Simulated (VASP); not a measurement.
Input of a VASP 6.6.1 run:

INCAR

```
SYSTEM = MgB2
  ALGO = Normal
  EDIFF = 1E-8
  ENCUT = 520
  GGA = PS
  IBRION = 8
  ISIF = 2
  ISMEAR = -1
  LASPH = .TRUE.
  LCHARG = .TRUE.
  LREAL = .FALSE.
  LWAVE = .FALSE.
  NBANDS = 11
  NELM = 80
  NSW = 1
  PREC = Accurate
  SIGMA = 0.15
```

The input KPOINTS:

```
k-points
0
G
  15 15 12
  0 0 0
```

File POSCAR:

```
MgB2
1.0
    3.0642156151      0.0000000000      0.0000000000
   -1.5321078075      2.6536885653      0.0000000000
    0.0000000000      0.0000000000      3.4984914478
Mg B
1 2
Direct
    0.0000000000      0.0000000000      0.0000000000
    0.3333333333      0.6666666667      0.5000000000
    0.6666666667      0.3333333333      0.5000000000
```

Potentials or basis: VASP PAW PBE potentials, release 64 (Mg, B).

Command:

```bash
$ cat potpaw_PBE.64/Mg/POTCAR potpaw_PBE.64/B/POTCAR > POTCAR
$ mpirun -np 1 vasp_std > vasp.out
```

Task: What does it give for the highest phonon frequency at Γ, LO-TO splitting left out?

Result: 691 cm⁻¹.

Phonon frequencies in cm⁻¹ (negative: imaginary):
```csv
q point,frequencies
"(0.000, 0.000, 0.000)",0 0 0 342 342 410 613 613 691
```
